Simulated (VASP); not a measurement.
Write the native input for VASP 6.6.1 that does the following.

```
Task                   : relaxation of cell and atoms
Functional             : PBE
Potentials or basis    : VASP PAW PBE potentials, release 64 (Ti_sv, O)
Cutoff                 : 600 eV
k mesh                 : 8 × 8 × 8
Occupations            : gaussian, width 0.02 eV
Spin                   : no spin polarisation
Hubbard terms          : Ti d U = 4.0 eV
Dipole correction      : no
Further INCAR settings : ALGO = Normal; EDIFF = 1e-06; IBRION = 2; EDIFFG = -0.005; NSW = 100; ISIF = 3
```

The structure of TiO2 lies in POSCAR:

```
TiO2
1.0
   -1.9089361238      1.9089361238      4.8889359681
    1.9089361238     -1.9089361238      4.8889359681
    1.9089361238      1.9089361238     -4.8889359681
Ti O
2 4
Direct
    0.0000000000      0.0000000000      0.0000000000
    0.7500000000      0.2500000000      0.5000000000
    0.2051729116      0.2051729116      0.0000000000
    0.9551729116      0.4551729116      0.5000000000
    0.5448270884      0.0448270884      0.5000000000
    0.7948270884      0.7948270884      0.0000000000
```

One way to write it, as run:

INCAR

```
SYSTEM = TiO2
PREC = Accurate
ENCUT = 600
EDIFF = 1E-6
ISMEAR = 0
SIGMA = 0.02
LREAL = .False.
LASPH = .True.
NELM = 150
ALGO = Normal
ISIF = 3
LWAVE = .False.
LCHARG = .False.
LMAXMIX = 4
LDAU = .True.
LDAUTYPE = 2
LDAUL = 2 -1
LDAUU = 4 0
LDAUJ = 0 0
LDAUPRINT = 1
GGA = PE
IBRION = 2
NSW = 100
EDIFFG = -0.005
```

KPOINTS

```
Automatic mesh
0
Gamma
  8 8 8
  0 0 0
```

Potentials or basis: VASP PAW PBE potentials, release 64 (Ti_sv, O).

Run with:

```console
$ cat potpaw_PBE.64/Ti_sv/POTCAR potpaw_PBE.64/O/POTCAR > POTCAR
$ mpirun -np 1 vasp_std > vasp.out
```

It gave:

```
Relaxed volume                        : 12.07 Å³/atom
Relaxed cell                          : a = 5.578 Å, b = 5.578 Å, c = 5.578 Å, α = 139.54°, β = 139.54°, γ = 58.55°
Space group after relaxing (to 0.1 Å) : I4_1/amd (No. 141)
Energy gained by relaxing             : 3.5 meV/atom
Ionic steps                           : 15
Pressure after relaxing               : 0.0 GPa
Band gap on the k mesh                : 2.58 eV (least direct gap 2.88 eV)
```

Wall time 20 min on 1 thread of Intel(R) Xeon(R) 6975P-C (Granite Rapids) (shared host), peak memory 0.4 GiB.
